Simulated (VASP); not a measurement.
# PbI2 in VASP: notebook

PbI2 is run at these levels: PBE; tasks: single point.

Everything below comes from runs of VASP 6.6.1. Logs are shortened: lines on timing, memory, paths and dates and some standing lists are left out, and cuts for length are marked.

### 1 The cell of the first run

The cell holds a sheet with vacuum, 3 atoms: a = 4.600 Å, b = 4.600 Å, c = 17.740 Å, α = 90.00°, β = 90.00°, γ = 120.00°.

### 2 Single point, PBE

INCAR

```
SYSTEM = PbI2
PREC     = Accurate       ! precision mode
ENCUT    = 400            ! plane-wave cutoff, eV
EDIFF    = 1E-6           ! SCF threshold, eV
ISMEAR   = 0              ! smearing method
SIGMA    = 0.03           ! smearing width, eV
LREAL    = .False.        ! projectors in reciprocal space
LASPH    = .True.         ! aspherical terms in the spheres
NELM     = 120            ! most SCF steps
ALGO     = Normal         ! electronic algorithm
ISIF     = 2              ! what is computed and relaxed
LWAVE    = .False.        ! write WAVECAR
LCHARG   = .True.         ! write CHGCAR
LDIPOL   = .True.       
IDIPOL   = 3            
DIPOL    = 0.5 0.5 0.500
GGA      = PE             ! functional
LELF     = .True.         ! ELF
LVHAR    = .True.       
LVACPOTAV= .True.       
NBANDS   = 21             ! bands
GGA_COMPAT= .False.      
NELMDL   = -8
```

KPOINTS

```
Automatic mesh
0
Gamma
  12 12 1
  0 0 0
```

POSCAR

```
PbI2
1.0
    4.6000000000      0.0000000000      0.0000000000
   -2.3000000000      3.9837168574      0.0000000000
    0.0000000000      0.0000000000     17.7400000000
I Pb
2 1
Direct
    0.3333330000      0.6666670000      0.3945885006
    0.6666670000      0.3333330000      0.6054114994
    0.0000000000      0.0000000000      0.5000000000
```

Potentials or basis: VASP PAW PBE potentials, release 64 (I, Pb_d).

The run is started by

```bash
cat potpaw_PBE.64/I/POTCAR potpaw_PBE.64/Pb_d/POTCAR > POTCAR
mpirun -np 1 vasp_std > vasp.out
```

OUTCAR:

```text
SYSTEM = PbI2
   PREC = Accurate
   ENCUT = 400
   EDIFF = 1E-6
   ISMEAR = 0
   LREAL = .False.
   LASPH = .True.
   NELM = 120
   ISIF = 2
   GGA = PE
   NELMDL = -8

 ion  position               nearest neighbor table
   1  0.333  0.667  0.395-   3 3.25   3 3.25   3 3.25
   2  0.667  0.333  0.605-   3 3.25   3 3.25   3 3.25
   3  0.000  0.000  0.500-   1 3.25   2 3.25   1 3.25   2 3.25   2 3.25   1 3.25

  LATTYP: Found a hexagonal cell.
 ALAT       =     4.6000000000
 C/A-ratio  =     3.8565217391

  Lattice vectors:

 A1 = (   4.6000000000,   0.0000000000,   0.0000000000)
 A2 = (  -2.3000000000,   3.9837168574,   0.0000000000)
 A3 = (   0.0000000000,   0.0000000000,  17.7400000000)

Analysis of symmetry for initial positions (statically):
=====================================================================
 Subroutine PRICEL returns:
 Original cell was already a primitive cell.

 Routine SETGRP: Setting up the symmetry group for a
 hexagonal supercell.

 Subroutine GETGRP returns: Found 12 space group operations
 (whereof 12 operations were pure point group operations)
 out of a pool of 24 trial point group operations.

The static configuration has the point symmetry D_3d.

Analysis of symmetry for dynamics (positions and initial velocities):
=====================================================================
 Subroutine PRICEL returns:
 Original cell was already a primitive cell.

 Routine SETGRP: Setting up the symmetry group for a
 hexagonal supercell.

 Subroutine GETGRP returns: Found 12 space group operations
 (whereof 12 operations were pure point group operations)
 out of a pool of 24 trial point group operations.

The dynamic configuration has the point symmetry D_3d.

 Subroutine INISYM returns: Found 12 space group operations
 (whereof 12 operations are pure point group operations),
 and found     1 'primitive' translations

----------------------------------------------------------------------------------------

                                     Primitive cell

  volume of cell :     325.0872

  direct lattice vectors                    reciprocal lattice vectors
     4.600000000  0.000000000  0.000000000     0.217391304  0.125510928  0.000000000
    -2.300000000  3.983716857  0.000000000     0.000000000  0.251021856  0.000000000
     0.000000000  0.000000000 17.740000000     0.000000000  0.000000000  0.056369786

  length of vectors
     4.600000000  4.600000000 17.740000000     0.251021856  0.251021856  0.056369786

  position of ions in fractional coordinates (direct lattice)
     0.333333000  0.666667000  0.394588501
     0.666667000  0.333333000  0.605411499
     0.000000000  0.000000000  0.500000000

  ion indices of the primitive-cell ions
   primitive index   ion index
                 1           1
                 2           2
                 3           3

----------------------------------------------------------------------------------------

 KPOINTS: Automatic mesh

Automatic generation of k-mesh.
 Grid dimensions read from file:
 generate k-points for:   12   12    1

 Generating k-lattice:

  Cartesian coordinates                     Fractional coordinates (reciprocal lattice)
     0.018115942  0.010459244  0.000000000     0.083333333  0.000000000  0.000000000
     0.000000000  0.020918488  0.000000000     0.000000000  0.083333333  0.000000000
     0.000000000  0.000000000  0.056369786     0.000000000  0.000000000  1.000000000

  Length of vectors
     0.020918488  0.020918488  0.056369786

  Shift w.r.t. Gamma in fractional coordinates (k-lattice)
     0.000000000  0.000000000  0.000000000

 Subroutine IBZKPT returns following result:
 ===========================================

 Found     19 irreducible k-points:

 Following reciprocal coordinates:
            Coordinates               Weight
  0.000000  0.000000  0.000000      1.000000
  0.083333  0.000000  0.000000      6.000000
  0.166667  0.000000  0.000000      6.000000
  0.250000  0.000000  0.000000      6.000000
  0.333333  0.000000  0.000000      6.000000
  0.416667  0.000000  0.000000      6.000000
[... 11 lines left out ...]
  0.333333  0.250000  0.000000     12.000000
  0.333333  0.333333  0.000000      2.000000
   k-points           NKPTS =     19   k-points in BZ     NKDIM =     19   number of bands    NBANDS=     21
   number of dos      NEDOS =    301   number of ions     NIONS =      3
   total plane-waves  NPLWV = 108000
   dimension x,y,z NGX =    30 NGY =   30 NGZ =  120
   dimension x,y,z NGXF=    60 NGYF=   60 NGZF=  240
   ions per type =               2   1
   NGX,Y,Z   is equivalent  to a cutoff of  10.84, 10.84, 11.25 a.u.
   NGXF,Y,Z  is equivalent  to a cutoff of  21.68, 21.68, 22.49 a.u.
 SYSTEM =  PbI2
   PREC   = accura    normal or accurate (medium, high low for compatibility)
   ISTART =      0    job   : 0-new  1-cont  2-samecut
   ICHARG =      2    charge: 1-file 2-atom 10-const
   ISPIN  =      1    spin polarized calculation?
   LNONCOLLINEAR =      F non collinear calculations
   LSORBIT =      F    spin-orbit coupling
   LASPH  =      T    aspherical Exc in radial PAW
   ENCUT  =  400.0 eV  29.40 Ry    5.42 a.u.   7.50  7.50 28.93*2*pi/ulx,y,z
   NELM   =    120;   NELMIN=  2; NELMDL= -8     # of ELM steps
   EDIFF  = 0.1E-05   stopping-criterion for ELM
   LREAL  =      F    real-space projection
   EDIFFG = 0.1E-04   stopping-criterion for IOM
   NSW    =      0    number of steps for IOM
   IBRION =     -1    ionic relax: 0-MD 1-quasi-New 2-CG
   NFREE  =      0    steps in history (QN), initial steepest desc. (CG)
   ISIF   =      2    stress and relaxation
   ISYM   =      2    0-nonsym 1-usesym 2-fastsym
   POTIM  = 0.5000    time-step for ionic-motion
   TEBEG  =    0.0;   TEEND  =   0.0 temperature during run
   PSTRESS=    0.0 pullay stress
   NELECT =      28.0000    total number of electrons
   NUPDOWN=      -1.0000    fix difference up-down
   EMIN   =  10.00;   EMAX   =-10.00  energy-range for DOS
   EFERMI =   0.00;   METHOD = LEGACY
   ISMEAR =     0;   SIGMA  =   0.03  broadening in eV -4-tet -1-fermi 0-gaus
   EFERMI_NEDOS =   21; number of points for ismear=-14 and -15
   IALGO  =     38    algorithm
   IMIX   =      4    mixing-type and parameters
     AMIX     =   0.40;   BMIX     =  1.00
     AMIX_MAG =   1.60;   BMIX_MAG =  1.00
  volume/ion in A,a.u.               =     108.36       731.27
  Fermi-wavevector in a.u.,A,eV,Ry     =   0.722982  1.366238  7.111807  0.522703
  Thomas-Fermi vector in A             =   1.813083
   LORBIT       =      0    0 simple, 1 ext, 2 COOP (PROOUT), +10 PAW based schemes
   GGA     = PE    functional components
   LHFCALC =     F    Hartree Fock is set to
   AEXX    =    0.0000 exact exchange contribution
   IVDW    =     0    specifies the selected vdW correction
   LEPSILON=     F    determine dielectric tensor
   LRPA    =     F    only Hartree local field effects (RPA)
 non-spin polarized calculation
 Gauss-broadening in eV      SIGMA  =   0.03
  energy-cutoff  :      400.00
  volume of cell :      325.09
 maximum number of plane-waves:      5941
 NGX is ok and might be reduce to    30
   NGX = 15   NGY = 15   NGZ = 57

 number of electron      28.0000008 magnetization

 dipolmoment           0.000000      0.000000     -0.000000 electrons x Angstroem

 Free energy of the ion-electron system (eV)
  ---------------------------------------------------
  ext. energy  EPLUGINS =         0.00000000
  ---------------------------------------------------
  free energy    TOTEN  =        -8.60473060 eV

  energy without entropy =       -8.60473060  energy(sigma->0) =       -8.60473060

 E-fermi :  -2.8687     XC(G=0):  -3.6860

 val. band max:       -3.0111790522   @ k =   0.1667   0.0833   0.0000
 cond. band min:      -0.4555110823   @ k =   0.0000   0.0000   0.0000
 fundamental gap:      2.5556679699
 Fermi energy:        -2.8686775139

 k-point     1 :       0.0000    0.0000    0.0000
  band No.  band energies     occupation
      1     -18.8977      2.00000
      2     -18.8977      2.00000
      3     -18.8859      2.00000
      4     -18.8793      2.00000
      5     -18.8793      2.00000
      6     -14.7336      2.00000
[... 13 lines left out ...]
     20       3.7889      0.00000
     21       4.3432      0.00000

 k-point     2 :       0.0833    0.0000    0.0000
  band No.  band energies     occupation
      1     -18.8998      2.00000
      2     -18.8968      2.00000
      3     -18.8852      2.00000
      4     -18.8799      2.00000
      5     -18.8791      2.00000
      6     -14.7049      2.00000
[... 13 lines left out ...]
     20       3.9404      0.00000
     21       4.3693      0.00000

 k-point     3 :       0.1667    0.0000    0.0000
  band No.  band energies     occupation
      1     -18.9058      2.00000
      2     -18.8947      2.00000
      3     -18.8837      2.00000
      4     -18.8807      2.00000
      5     -18.8782      2.00000
      6     -14.6227      2.00000
[... 13 lines left out ...]
     20       3.8535      0.00000
     21       4.3098      0.00000
[... 337 lines left out ...]
 k-point    18 :       0.3333    0.2500    0.0000
  band No.  band energies     occupation
      1     -18.9204      2.00000
      2     -18.9051      2.00000
      3     -18.8804      2.00000
      4     -18.8754      2.00000
      5     -18.8725      2.00000
      6     -14.1082      2.00000
[... 13 lines left out ...]
     20       4.6512      0.00000
     21       4.8002      0.00000

 k-point    19 :       0.3333    0.3333    0.0000
  band No.  band energies     occupation
      1     -18.9132      2.00000
      2     -18.9132      2.00000
      3     -18.8768      2.00000
      4     -18.8768      2.00000
      5     -18.8742      2.00000
      6     -14.0531      2.00000
[... 13 lines left out ...]
     20       4.5701      0.00000
     21       4.8116      0.00000

------------------------ aborting loop because EDIFF is reached ----------------------------------------

  FORCE on cell =-STRESS in cart. coord.  units (eV):
  Direction    XX          YY          ZZ          XY          YZ          ZX
  --------------------------------------------------------------------------------------
  -------------------------------------------------------------------------------------
  Total        0.5674269      0.5674269      0.3605951      0.0000000     -0.0000000      0.0000000
  in kB        2.7965370      2.7965370      1.7771762      0.0000000     -0.0000000      0.0000000
  external PRESSURE =       2.4567501 kB  Pullay stress =       0.0000000 kB

 VOLUME and BASIS-vectors are now :
 -----------------------------------------------------------------------------
  energy-cutoff  :      400.00
  volume of cell :      325.09
      direct lattice vectors                 reciprocal lattice vectors
     4.600000000  0.000000000  0.000000000     0.217391304  0.125510928  0.000000000
    -2.300000000  3.983716857  0.000000000     0.000000000  0.251021856  0.000000000
     0.000000000  0.000000000 17.740000000     0.000000000  0.000000000  0.056369786

 POSITION                                       TOTAL-FORCE (eV/Angst)
 -----------------------------------------------------------------------------------
     -0.00000      2.65581      7.00000        -0.000000     -0.000000     -0.102871
      2.30000      1.32790     10.74000         0.000000      0.000000      0.102871
      0.00000      0.00000      8.87000        -0.000000      0.000000     -0.000000
 -----------------------------------------------------------------------------------
    total drift:                               -0.000000     -0.000000      0.000000

  FREE ENERGIE OF THE ION-ELECTRON SYSTEM (eV)
  ---------------------------------------------------
  free  energy   TOTEN  =        -8.6047305997 eV

  energy  without entropy=       -8.6047305997  energy(sigma->0) =       -8.60473060

 vacuum level on the upper side and lower side of the slab         3.390         3.390
```

It took 91 s on 1 thread of AMD EPYC 7R13 (Zen 3), shared host; peak memory 0.3 GiB.

Results:

* Free energy: -8.6047 eV
* Largest force: 0.103 eV/Å
* Band gap on the k mesh: 2.56 eV (least direct gap 2.91 eV)

Forces on the atoms (eV/Å):
```
I    0.000  0.000 -0.103
I    0.000  0.000  0.103
Pb   0.000  0.000  0.000
```

Levels at points of the mesh, in eV from the valence-band top:
```tsv
k point	band 12	band 13	band 14	band 15	band 16	band 17
(0.00, 0.00, 0.00)	-0.52	-0.52	-0.36	2.56	3.50	3.50
(0.50, 0.00, 0.00)	-0.81	-0.63	-0.54	3.32	4.13	4.32
```

Caveat: spin-orbit coupling is left out, which moves the levels of the heavy elements.

### 3 Single point, PBE

This run uses another cell than the first one.

INCAR

```
ALGO = Normal
DIPOL = 0.5 0.5 0.284
EDIFF = 1E-6
ENCUT = 400
GGA = PE
GGA_COMPAT = False
IDIPOL = 3
ISIF = 2
ISMEAR = 0
LASPH = True
LCHARG = False
LDIPOL = True
LREAL = False
LWAVE = False
NBANDS = 21
NELM = 120
NELMDL = -8
PREC = Accurate
SIGMA = 0.03
```

KPOINTS

```
k-points
0
Gamma
  12 12 1
```

POSCAR

```
PbI2
1.0
    4.6690654564      0.0000000000      0.0000000000
   -2.3345327282      4.0435292972      0.0000000000
    0.0000000000      0.0000000000     31.2799999974
I Pb
2 1
Direct
    0.3333333333      0.6666666667      0.2240016152
    0.6666666667      0.3333333333      0.3431339348
    0.0000000000      0.0000000000      0.2835677750
```

Potentials or basis: VASP PAW PBE potentials, release 64 (I, Pb_d).

The run is started by

```bash
cat potpaw_PBE.64/I/POTCAR potpaw_PBE.64/Pb_d/POTCAR > POTCAR
mpirun -np 1 vasp_std > vasp.out
```

It took 3.3 min on 1 thread of AMD EPYC 7R13 (Zen 3), shared host; peak memory 0.47 GiB.

Results (log left out):

```
Free energy            : -8.6134 eV
Largest force          : 0.005 eV/Å
Band gap on the k mesh : 2.53 eV (least direct gap 2.88 eV)
```

Forces in eV/Å, atoms in the order of the input:
```
I    0.000  0.000  0.005
I    0.000  0.000 -0.005
Pb   0.000  0.000  0.000
```

Levels at points of the mesh, in eV from the valence-band top:
```csv
k point,band 12,band 13,band 14,band 15,band 16,band 17
"(0.00, 0.00, 0.00)",-0.48,-0.48,-0.35,2.53,3.47,3.47
"(0.50, 0.00, 0.00)",-0.69,-0.56,-0.48,3.32,4.12,4.36
```

Caveat: spin-orbit coupling is left out, which moves the levels of the heavy elements.
